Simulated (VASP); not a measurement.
# KZnF3: single point with r2SCAN

Crystal: KZnF3.

```
K Zn F
1.0
     4.04617    0.00000    0.00000
     0.00000    4.04617    0.00000
     0.00000    0.00000    4.04617
K Zn F
1 1 3
Direct
  0.00000 0.00000 0.00000
  0.50000 0.50000 0.50000
  0.50000 0.50000 0.00000
  0.00000 0.50000 0.50000
  0.50000 0.00000 0.50000
```

| Item | Value |
| --- | --- |
| Program | VASP 6.6.1 |
| Task | single point |
| Functional | r2SCAN |
| Potentials or basis | VASP PAW PBE potentials, release 64 (K_sv, Zn, F) |
| Cutoff | 520 eV |
| k mesh | 6 × 6 × 6 |
| Occupations | gaussian, width 0.01 eV |
| Spin | no spin polarisation |
| Dipole correction | no |
| Further INCAR settings | ALGO = Normal; EDIFF = 1e-06; NBANDS = 29 |

```yaml
Pressure: 0.3 GPa
Band_gap_on_the_k_mesh: 4.59 eV, indirect (least direct gap 6.59 eV)
```

Levels at points of the mesh, in eV from the valence-band top:
```
           k point  band 19  band 20  band 21  band 22  band 23  band 24
(0.00, 0.00, 0.00)    -2.00    -2.00    -2.00     4.59     9.28     9.28
(0.50, 0.00, 0.00)    -1.80    -1.80    -1.51     7.37     9.02    10.26
(0.50, 0.50, 0.00)    -1.88    -1.66     0.00     8.85    10.81    11.01
(0.50, 0.50, 0.50)    -1.65     0.00     0.00     9.19     9.19     9.19
```

Wall time 2 min on 1 thread of Intel Xeon 6975P-C, with other jobs on the host, peak memory 0.19 GiB.

Caveat: the PAW data sets were made with another functional, which shifts forces and pressure a little. A k mesh can miss the band edges.
